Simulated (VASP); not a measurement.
Input of a VASP 6.6.1 run:

The input INCAR:

```
ALGO = Normal
EDIFF = 1E-7
EDIFFG = -0.03
ENCUT = 600
GGA = CA
GGA_COMPAT = F
IBRION = 2
ISIF = 3
ISMEAR = 0
LASPH = T
LCHARG = F
LREAL = F
LWAVE = F
NELM = 120
NELMIN = 4
NSW = 80
PREC = Accurate
SIGMA = 0.1
```

KPOINTS

```
k-points
0
Gamma
  25 25 25
```

Contents of POSCAR:

```
C
1.0
   -1.1900000000      1.1900000000      1.1900000000
    1.1900000000     -1.1900000000      1.1900000000
    1.1900000000      1.1900000000     -1.1900000000
C
1
Direct
    0.0000000000      0.0000000000      0.0000000000
```

Potentials or basis: VASP PAW LDA potentials, release 64 (C).

The run is started by

```console
$ cat potpaw_LDA.64/C/POTCAR > POTCAR
$ mpirun -np 1 vasp_std > vasp.out
```

Task: Estimate the relaxed volume.

Result: 6.31 Å³/atom.

Task: What does it give for the relaxed cell?

Result: a = 2.016 Å, b = 2.016 Å, c = 2.016 Å, α = 109.47°, β = 109.47°, γ = 109.47°.

Task: Predict the band gap on the k mesh.

Result: Zero (bands 2 and 3 overlap by 14.85 eV).

The path:
```tsv
step	energy change (eV)	largest force (eV/Å)	pressure (GPa)	volume (Å³)
1	0.0000	0.0000	-12.66	6.74
2	-0.0175	0.0000	2.71	6.23
3	-0.0181	0.0000	0.02	6.31
```
